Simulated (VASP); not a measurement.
# Ni in VASP: settings compared

The runs below take Ni through single point, vibrations by perturbation theory, with PBE+U, PBEsol, PBE+D4+U.

Everything below comes from runs of VASP 6.6.1. Logs are shortened: lines on timing, memory, paths and dates and some standing lists are left out, and cuts for length are marked.

**1. The cell of the first run**

It takes space group R-3m (No. 166, trigonal). The conventional cell has a = 2.626 Å, b = 2.626 Å, c = 6.410 Å, α = 90.00°, β = 90.00°, γ = 120.00°. Within 3.5 Å of Ni (site symmetry -3m) lie 12 Ni at 2.62 to 2.63 Å.

**2. Single point, PBE+U, collinear spin, ferromagnetic start**

INCAR reads:

```
SYSTEM = Ni
  PREC = Accurate
  ENCUT = 520
  EDIFF = 1E-7
  ISMEAR = 0
  SIGMA = 0.05
  LREAL = .FALSE.
  LASPH = .TRUE.
  NELM = 150
  ALGO = Normal
  ISIF = 2
  LWAVE = .FALSE.
  LCHARG = .FALSE.
  ISPIN = 2
  MAGMOM = 1
  LORBIT = 11
  NUPDOWN = 1.0
  LMAXMIX = 4
  LDAU = .TRUE.
  LDAUTYPE = 2
  LDAUL = 2
  LDAUU = 5
  LDAUJ = 0
  LDAUPRINT = 1
  GGA = PE
  NBANDS = 15
```

KPOINTS reads:

```
regular mesh
0
G
  13 13 13
  0 0 0
```

POSCAR reads:

```
Ni
1.0
   -0.0043969350      1.8525497598      1.8525497598
    1.8525497598     -0.0043969350      1.8525497598
    1.8525497598      1.8525497598     -0.0043969350
Ni
1
Direct
    0.0000000000      0.0000000000      0.0000000000
```

Potentials or basis: VASP PAW PBE potentials, release 64 (Ni).

Run with:

```sh
cat potpaw_PBE.64/Ni/POTCAR > POTCAR
mpirun -np 1 vasp_std > vasp.out
```

OUTCAR:

```text
SYSTEM = Ni
   PREC = Accurate
   ENCUT = 520
   EDIFF = 1E-7
   ISMEAR = 0
   LREAL = .FALSE.
   LASPH = .TRUE.
   NELM = 150
   ISIF = 2
   ISPIN = 2
   LORBIT = 11
   NUPDOWN = 1.0
   GGA = PE

 ion  position               nearest neighbor table
   1  0.000  0.000  0.000-

  LATTYP: Found a trigonal (rhomboedric) cell.
 ALAT       =     2.6199046849
 COS(alpha) =     0.4976251480

  Lattice vectors:

 A1 = (  -0.0043969350,   1.8525497598,   1.8525497598)
 A2 = (   1.8525497598,  -0.0043969350,   1.8525497598)
 A3 = (   1.8525497598,   1.8525497598,  -0.0043969350)

Analysis of symmetry for initial positions (statically):
=====================================================================
 Subroutine PRICEL returns:
 Original cell was already a primitive cell.

 Routine SETGRP: Setting up the symmetry group for a
 trigonal (rhombohedral) supercell.

 Subroutine GETGRP returns: Found 12 space group operations
 (whereof 12 operations were pure point group operations)
 out of a pool of 12 trial point group operations.

The static configuration has the point symmetry D_3d.

Analysis of symmetry for dynamics (positions and initial velocities):
=====================================================================
 Subroutine PRICEL returns:
 Original cell was already a primitive cell.

 Routine SETGRP: Setting up the symmetry group for a
 trigonal (rhombohedral) supercell.

 Subroutine GETGRP returns: Found 12 space group operations
 (whereof 12 operations were pure point group operations)
 out of a pool of 12 trial point group operations.

The dynamic configuration has the point symmetry D_3d.

Analysis of structural, dynamic, and magnetic symmetry:
=====================================================================
 Subroutine PRICEL returns:
 Original cell was already a primitive cell.

 Routine SETGRP: Setting up the symmetry group for a
 trigonal (rhombohedral) supercell.

 Subroutine GETGRP returns: Found 12 space group operations
 (whereof 12 operations were pure point group operations)
 out of a pool of 12 trial point group operations.

The overall configuration has the point symmetry D_3d.

 Subroutine INISYM returns: Found 12 space group operations
 (whereof 12 operations are pure point group operations),
 and found     1 'primitive' translations

----------------------------------------------------------------------------------------

                                     Primitive cell

  volume of cell :      12.7610

  direct lattice vectors                    reciprocal lattice vectors
    -0.004396935  1.852549760  1.852549760    -0.268939294  0.269579126  0.269579126
     1.852549760 -0.004396935  1.852549760     0.269579126 -0.268939294  0.269579126
     1.852549760  1.852549760 -0.004396935     0.269579126  0.269579126 -0.268939294

  length of vectors
     2.619904685  2.619904685  2.619904685     0.466555628  0.466555628  0.466555628

  position of ions in fractional coordinates (direct lattice)
     0.000000000  0.000000000  0.000000000

  ion indices of the primitive-cell ions
   primitive index   ion index
                 1           1

----------------------------------------------------------------------------------------

 KPOINTS: regular mesh

Automatic generation of k-mesh.
 Grid dimensions read from file:
 generate k-points for:   13   13   13
[... 56 lines left out ...]
   ISTART =      0    job   : 0-new  1-cont  2-samecut
   ICHARG =      2    charge: 1-file 2-atom 10-const
   ISPIN  =      2    spin polarized calculation?
   LNONCOLLINEAR =      F non collinear calculations
   LSORBIT =      F    spin-orbit coupling
   LASPH  =      T    aspherical Exc in radial PAW
   ENCUT  =  520.0 eV  38.22 Ry    6.18 a.u.   4.87  4.87  4.87*2*pi/ulx,y,z
   NELM   =    150;   NELMIN=  2; NELMDL= -5     # of ELM steps
   EDIFF  = 0.1E-06   stopping-criterion for ELM
   LREAL  =      F    real-space projection
   EDIFFG = 0.1E-05   stopping-criterion for IOM
   NSW    =      0    number of steps for IOM
   IBRION =     -1    ionic relax: 0-MD 1-quasi-New 2-CG
   NFREE  =      0    steps in history (QN), initial steepest desc. (CG)
   ISIF   =      2    stress and relaxation
   ISYM   =      2    0-nonsym 1-usesym 2-fastsym
   POTIM  = 0.5000    time-step for ionic-motion
   TEBEG  =    0.0;   TEEND  =   0.0 temperature during run
   PSTRESS=    0.0 pullay stress
   NELECT =      10.0000    total number of electrons
   NUPDOWN=       1.0000    fix difference up-down
   EMIN   =  10.00;   EMAX   =-10.00  energy-range for DOS
   EFERMI =   0.00;   METHOD = LEGACY
   ISMEAR =     0;   SIGMA  =   0.05  broadening in eV -4-tet -1-fermi 0-gaus
   EFERMI_NEDOS =   21; number of points for ismear=-14 and -15
   IALGO  =     38    algorithm
   IMIX   =      4    mixing-type and parameters
     AMIX     =   0.40;   BMIX     =  1.00
     AMIX_MAG =   1.60;   BMIX_MAG =  1.00
  volume/ion in A,a.u.               =      12.76        86.12
  Fermi-wavevector in a.u.,A,eV,Ry     =   1.509317  2.852196 30.994588  2.278038
  Thomas-Fermi vector in A             =   2.619655
   LORBIT       =     11    0 simple, 1 ext, 2 COOP (PROOUT), +10 PAW based schemes
 LDA+U is selected, type is set to LDAUTYPE =  2
   angular momentum for each species LDAUL =     2
   U (eV)           for each species LDAUU =   5.0
   J (eV)           for each species LDAUJ =   0.0
   GGA     = PE    functional components
   LHFCALC =     F    Hartree Fock is set to
   AEXX    =    0.0000 exact exchange contribution
   IVDW    =     0    specifies the selected vdW correction
   LEPSILON=     F    determine dielectric tensor
   LRPA    =     F    only Hartree local field effects (RPA)
 spin polarized calculation
 Gauss-broadening in eV      SIGMA  =   0.05
  energy-cutoff  :      520.00
  volume of cell :       12.76
 maximum number of plane-waves:       353
   NGX =  9   NGY =  9   NGZ =  9

atom =   1  type =  1  l = 2

 onsite density matrix

spin component  1

  0.9447  0.0001  0.0001  0.0001 -0.0000
  0.0001  0.9447 -0.0001  0.0001  0.0001
  0.0001 -0.0001  0.9498 -0.0001  0.0000
  0.0001  0.0001 -0.0001  0.9447 -0.0001
 -0.0000  0.0001  0.0000 -0.0001  0.9498

spin component  2

  0.6089  0.0001  0.0007  0.0001 -0.0000
  0.0001  0.6089 -0.0003  0.0001  0.0006
  0.0007 -0.0003  0.9220 -0.0003 -0.0000
  0.0001  0.0001 -0.0003  0.6089 -0.0006
 -0.0000  0.0006 -0.0000 -0.0006  0.9220

 occupancies and eigenvectors

  o =  0.6088  v =  0.0000  0.0000  0.0000  0.0000  0.0000  0.8036 -0.2768 -0.0026 -0.5268 -0.0005      0.0000  0.0000  0.0000  0.0000  0.0000  0.0000  0.0000  0.0000  0.0000  0.0000
  o =  0.6088  v =  0.0000  0.0000  0.0000  0.0000  0.0000 -0.1444  0.7681  0.0005 -0.6238 -0.0026      0.0000  0.0000  0.0000  0.0000  0.0000  0.0000  0.0000  0.0000  0.0000  0.0000
  o =  0.6090  v =  0.0000  0.0000  0.0000  0.0000  0.0000  0.5774  0.5774  0.0000  0.5774 -0.0000      0.0000  0.0000  0.0000  0.0000  0.0000  0.0000  0.0000  0.0000  0.0000  0.0000
  o =  0.9220  v =  0.0000  0.0000  0.0000  0.0000  0.0000  0.0000  0.0019  0.0000 -0.0019  1.0000      0.0000  0.0000  0.0000  0.0000  0.0000  0.0000  0.0000  0.0000  0.0000  0.0000
  o =  0.9220  v =  0.0000  0.0000  0.0000  0.0000  0.0000 -0.0021  0.0011 -1.0000  0.0011  0.0000      0.0000  0.0000  0.0000  0.0000  0.0000  0.0000  0.0000  0.0000  0.0000  0.0000
  o =  0.9446  v =  0.7508 -0.6524 -0.0292 -0.0985  0.0124  0.0000  0.0000  0.0000  0.0000  0.0000      0.0000  0.0000  0.0000  0.0000  0.0000  0.0000  0.0000  0.0000  0.0000  0.0000
  o =  0.9446  v =  0.3198  0.4903 -0.0124 -0.8101 -0.0292  0.0000  0.0000  0.0000  0.0000  0.0000      0.0000  0.0000  0.0000  0.0000  0.0000  0.0000  0.0000  0.0000  0.0000  0.0000
  o =  0.9448  v = -0.5774 -0.5774  0.0000 -0.5774 -0.0000  0.0000  0.0000  0.0000  0.0000  0.0000      0.0000  0.0000  0.0000  0.0000  0.0000  0.0000  0.0000  0.0000  0.0000  0.0000
  o =  0.9498  v =  0.0000  0.0225  0.0000 -0.0225  0.9995  0.0000  0.0000  0.0000  0.0000  0.0000      0.0000  0.0000  0.0000  0.0000  0.0000  0.0000  0.0000  0.0000  0.0000  0.0000
  o =  0.9498  v =  0.0259 -0.0130  0.9995 -0.0130 -0.0000  0.0000  0.0000  0.0000  0.0000  0.0000      0.0000  0.0000  0.0000  0.0000  0.0000  0.0000  0.0000  0.0000  0.0000  0.0000

 number of electron      10.0000011 magnetization       1.0000002

 Free energy of the ion-electron system (eV)
  ---------------------------------------------------
  ext. energy  EPLUGINS =         0.00000000
  ---------------------------------------------------
  free energy    TOTEN  =        -2.22780554 eV

  energy without entropy =       -2.22566563  energy(sigma->0) =       -2.22673559

 E-fermi :   7.0797     XC(G=0): -12.2720

 val. band max:        7.7250395358   @ k =  -0.2308   0.3077   0.0769
 cond. band min:       7.0801625816   @ k =  -0.4615   0.4615   0.0769
 fundamental gap:     -0.6448769542
 Fermi energy:         7.7261447452

 spin component 1

 k-point     1 :       0.0000    0.0000    0.0000
  band No.  band energies     occupation
      1      -0.6276      1.00000
      2       3.0920      1.00000
      3       3.0920      1.00000
      4       3.1069      1.00000
      5       4.2495      1.00000
      6       4.2495      1.00000
      7      29.7368      0.00000
      8      32.1938      0.00000
      9      32.1938      0.00000
     10      32.2751      0.00000
     11      32.2751      0.00000
     12      32.3274      0.00000
[... 841 lines left out ...]
      4       5.8600      1.00000
      5       7.2225      0.00003
      6       8.2215      0.00000
      7      14.3802      0.00000
      8      23.8496      0.00000
      9      25.5449      0.00000
     10      27.7298      0.00000
     11      36.0956      0.00000
     12      36.4153      0.00000
     13      39.1390      0.00000
     14      42.3192      0.00000
     15      50.5958      0.00000

 [... further k-points ...]
[... 5 lines left out ...]
  --------------------------------------------------------------------------------------
  -------------------------------------------------------------------------------------
  Total       -1.5927405     -1.5927405     -1.5927405      0.0015769      0.0015769      0.0015769
  in kB     -199.9735457   -199.9735457   -199.9735457      0.1979791      0.1979791      0.1979791
  external PRESSURE =    -199.9735457 kB  Pullay stress =       0.0000000 kB

 VOLUME and BASIS-vectors are now :
 -----------------------------------------------------------------------------
  energy-cutoff  :      520.00
  volume of cell :       12.76
      direct lattice vectors                 reciprocal lattice vectors
    -0.004396935  1.852549760  1.852549760    -0.268939294  0.269579126  0.269579126
     1.852549760 -0.004396935  1.852549760     0.269579126 -0.268939294  0.269579126
     1.852549760  1.852549760 -0.004396935     0.269579126  0.269579126 -0.268939294

 POSITION                                       TOTAL-FORCE (eV/Angst)
 -----------------------------------------------------------------------------------
      0.00000      0.00000      0.00000         0.000000     -0.000000      0.000000
 -----------------------------------------------------------------------------------
    total drift:                                0.000000      0.000000      0.000000

  FREE ENERGIE OF THE ION-ELECTRON SYSTEM (eV)
  ---------------------------------------------------
  free  energy   TOTEN  =        -2.2278055393 eV

  energy  without entropy=       -2.2256656308  energy(sigma->0) =       -2.22673559

 total charge

# of ion       s       p       d       tot
------------------------------------------
    1        0.438   0.352   8.380   9.170

 magnetization (x)

# of ion       s       p       d       tot
------------------------------------------
    1       -0.001  -0.021   1.064   1.043
```

It took 44 s on 1 thread of Intel Xeon 6975P-C (Granite Rapids), shared host; peak memory 0.18 GiB.

What came out:

| Item | Value |
| --- | --- |
| Free energy | -2.2278 eV |
| Pressure | -20.0 GPa |
| Net moment | 1.00 μB per cell |
| Site moments | Ni +1.04 μB |
| Valence electrons inside the program's atomic spheres | Ni 9.17 |

Eigenvalues of the final occupation matrices:
| site | spin | trace | eigenvalues |
| --- | --- | --- | --- |
| site 1 d | 1 | 4.73 | 0.94 0.94 0.94 0.95 0.95 |
| site 1 d | 2 | 3.67 | 0.61 0.61 0.61 0.92 0.92 |

Caveat: the total moment is fixed, so each spin has its own Fermi level; the U is typed as a test and isn't derived for this compound.

**3. Vibrations by perturbation theory, PBEsol, collinear spin, ferromagnetic start**

This run uses another cell than the first one, of 10.49 Å³/atom, 0.822 times its volume.

INCAR reads:

```
PREC = Accurate
ENCUT = 520
EDIFF = 1E-8
ISMEAR = -1
SIGMA = 0.05
LREAL = False
LASPH = True
NELM = 150
ALGO = Normal
ISIF = 2
LWAVE = False
LCHARG = False
ISPIN = 2
MAGMOM = 1
LORBIT = 11
LMAXMIX = 4
GGA = PS
NBANDS = 15
IBRION = 8
NSW = 1
```

KPOINTS reads:

```
regular mesh
0
Gamma
  12 12 12
```

POSCAR reads:

```
Ni
1.0
    0.0000000000      1.7375729330      1.7375729330
    1.7375729330      0.0000000000      1.7375729330
    1.7375729330      1.7375729330      0.0000000000
Ni
1
Direct
    0.0000000000      0.0000000000      0.0000000000
```

Potentials or basis: VASP PAW PBE potentials, release 64 (Ni).

Run with:

```sh
cat potpaw_PBE.64/Ni/POTCAR > POTCAR
mpirun -np 1 vasp_std > vasp.out
```

OUTCAR:

```text
PREC = Accurate
   ENCUT = 520
   EDIFF = 1E-8
   ISMEAR = -1
   LREAL = False
   LASPH = True
   NELM = 150
   ISIF = 2
   ISPIN = 2
   LORBIT = 11
   GGA = PS
   IBRION = 8
   NSW = 1

 ion  position               nearest neighbor table
   1  0.000  0.000  0.000-

  LATTYP: Found a face centered cubic cell.
 ALAT       =     3.4751458660

  Lattice vectors:

 A1 = (   0.0000000000,   1.7375729330,   1.7375729330)
 A2 = (   1.7375729330,   0.0000000000,   1.7375729330)
[... 1130 lines left out ...]
  1X     0.012869    0.000000    0.000000
  1Y     0.000000    0.012869    0.000000
  1Z     0.000000    0.000000    0.012869

 Eigenvectors and eigenvalues of the dynamical matrix
 ----------------------------------------------------

   1 f/i=    0.231492 THz     1.454509 2PiTHz    7.721750 cm-1     0.957375 meV
             X         Y         Z           dx          dy          dz
      0.000000  0.000000  0.000000     1.000000    0.000000    0.000000

   2 f/i=    0.231492 THz     1.454509 2PiTHz    7.721750 cm-1     0.957375 meV
             X         Y         Z           dx          dy          dz
      0.000000  0.000000  0.000000     0.000000    1.000000    0.000000

   3 f/i=    0.231492 THz     1.454509 2PiTHz    7.721750 cm-1     0.957375 meV
             X         Y         Z           dx          dy          dz
      0.000000  0.000000  0.000000     0.000000    0.000000    1.000000

--------------------------------------------------------------------------------------------------------

 ELASTIC MODULI CONTR FROM IONIC RELAXATION (kBar)
 Direction    XX          YY          ZZ          XY          YZ          ZX
 --------------------------------------------------------------------------------
 XX           0.0000      0.0000      0.0000      0.0000      0.0000      0.0000
 YY           0.0000      0.0000      0.0000      0.0000      0.0000      0.0000
 ZZ           0.0000      0.0000      0.0000      0.0000      0.0000      0.0000
 XY           0.0000      0.0000      0.0000      0.0000      0.0000      0.0000
 YZ           0.0000      0.0000      0.0000      0.0000      0.0000      0.0000
 ZX           0.0000      0.0000      0.0000      0.0000      0.0000      0.0000
 --------------------------------------------------------------------------------

 total charge

# of ion       s       p       d       tot
------------------------------------------
    1        0.517   0.537   8.326   9.380

 magnetization (x)

# of ion       s       p       d       tot
------------------------------------------
    1       -0.006  -0.025   0.682   0.651
```

Run time: 1.8 min. Hardware: 1 thread of Intel Xeon 8259CL, shared host; peak memory 0.21 GiB.

Results:

```
Net moment                                            : 0.64 μB per cell
Site moments                                          : Ni +0.65 μB
Valence electrons inside the program's atomic spheres : Ni 9.38
```

Caveat: the cell wasn't relaxed at this level first, which shifts response properties; the PAW data sets were made with another functional, which shifts forces and pressure a little.

[end of part 1 of 2]
